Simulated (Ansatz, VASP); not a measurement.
# Two plane-wave programs on ScSi3

The input INCAR:

```
SYSTEM = ScSi3
  PREC = Accurate
  ENCUT = 600
  EDIFF = 1E-6
  ISMEAR = 0
  SIGMA = 0.1
  LREAL = .False.
  LASPH = .True.
  NELM = 60
  ALGO = Normal
  ISIF = 3
  LWAVE = .False.
  LCHARG = .False.
  GGA = PE
  IBRION = 2
  NSW = 100
  EDIFFG = -0.01
```

The input KPOINTS:

```
regular mesh
0
Gamma
  12 12 12
  0 0 0
```

Contents of POSCAR:

```
ScSi3
1.0
    3.9691219772      0.0000000000      0.0000000000
    0.0000000000      3.9691219772      0.0000000000
    0.0000000000      0.0000000000      3.9691219772
Sc Si
1 3
Direct
    0.0000000000      0.0000000000      0.0000000000
    0.0000000000      0.5000000000      0.5000000000
    0.5000000000      0.0000000000      0.5000000000
    0.5000000000      0.5000000000      0.0000000000
```

Input for Ansatz:

```yaml
crystal:
  lattice:
    - [3.9691219772, 0.0, 0.0]
    - [0.0, 3.9691219772, 0.0]
    - [0.0, 0.0, 3.9691219772]
  atoms:
    - { symbol: Sc, position: [0.0, 0.0, 0.0] }
    - { symbol: Si, position: [0.0, 0.5, 0.5] }
    - { symbol: Si, position: [0.5, 0.0, 0.5] }
    - { symbol: Si, position: [0.5, 0.5, 0.0] }
basis:
  ecutwfc: 420
kpoints:
  mp_grid: { grid: [12, 12, 12] }
hamiltonian:
  xc: pbe
scf:
  occupations: { method: gaussian, width: 0.1 }
output:
  forces: true
  stress: true
  eigenvalues: true
relax:
  adjacent_minimum: "off"
  f_tol: 0.01
  max_steps: 80
  cell: { stress_tol: 0.05 }
```

Alike in both runs: task relaxation of cell and atoms; functional PBE; k mesh 12 × 12 × 12; occupations gaussian, width 0.1 eV; no spin polarisation.

```csv
,VASP,Ansatz
version,VASP 6.6.1,Ansatz 0.2.0
potentials or method,"VASP PAW PBE potentials, release 64 (Sc_sv, Si), cutoff 600 eV","scalar-relativistic, plane waves, PAW"
valence electrons in the cell,23,23
```

VASP gave:

- gap on the k mesh at the Fermi level, each at its own relaxed structure (eV): none
- relaxed volume (Å³/atom): 15.67
- relaxed cell length with the largest relative difference (Å): 3.972

Q: Estimate Ansatz's values.

A: gap on the k mesh at the Fermi level, each at its own relaxed structure (eV): none; relaxed volume (Å³/atom): 15.63; relaxed cell length with the largest relative difference (Å): 3.969.

A gap of «none» marks a metal or a gap that the smearing closes.
